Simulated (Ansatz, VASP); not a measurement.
## Lu: VASP beside Ansatz

```
CELL_PARAMETERS angstrom
3.46232 0.00000 0.00000
-1.73116 2.99846 0.00000
0.00000 0.00000 11.14907
ATOMIC_POSITIONS crystal
Lu 0.00000 0.00000 0.00000
Lu 0.00000 0.00000 0.50000
Lu 0.33333 0.66667 0.25000
Lu 0.66667 0.33333 0.75000
```

Alike in both runs: functional PBE; k mesh 14 × 14 × 4; occupations gaussian, width 0.05 eV; no spin polarisation.

Ansatz relaxed the structure, and its values are those at the end. VASP's run is a single point on that final structure, the one shown.

```csv
,VASP,Ansatz
version,VASP 6.6.1,Ansatz 0.2.0
potentials or method,"VASP PAW PBE potentials, release 64 (Lu), cutoff 520 eV","scalar-relativistic, plane waves, PAW"
valence electrons in the cell,100,100
```

Ansatz gave:

| Quantity | Value |
| --- | --- |
| gap on the k mesh at the Fermi level (eV) | none |
| pressure (GPa) | 0.0 |

Question: Estimate VASP's values.

Answer: gap on the k mesh at the Fermi level (eV): none; pressure (GPa): -0.1.

A gap of «none» marks a metal or a gap that the smearing closes.

Spin-orbit coupling is off throughout.
